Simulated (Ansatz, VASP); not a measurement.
# One calculation of InSe, two programs

```
In Se
1.0
     2.00000    1.15470    8.23350
    -2.00000    1.15470    8.23350
     0.00000   -2.30940    8.23350
In Se
2 2
Direct
  0.00000 0.00000 0.00000
  0.11220 0.11220 0.11220
  0.61550 0.61550 0.61550
  0.83000 0.83000 0.83000
```

Change from the starting cell: zz strain of -1 %.

Alike in both runs: task single point; functional PBE; k mesh 7 × 7 × 7; occupations fermi-dirac, width 0.01 eV; no spin polarisation.

|  | VASP | Ansatz |
| --- | --- | --- |
| version | VASP 6.6.1 | Ansatz 0.2.0 |
| potentials or method | VASP PAW PBE potentials, release 64 (In_d, Se), cutoff 520 eV | all-electron LAPW, scalar-relativistic |

|  | VASP | Ansatz | Ansatz less VASP |
| --- | --- | --- | --- |
| gap on the k mesh at the Fermi level (eV) | 0.72 | 0.74 | +0.013 |
| pressure (GPa) | 3.5 | 3.5 | -0.04 |
| rms of the force components (eV/Å) | 0.125 | 0.117 | -0.0087 |

Atom by atom the forces differ by 0.009 eV/Å (rms over components). Ansatz ran all-electron here, and VASP with PAW potentials.
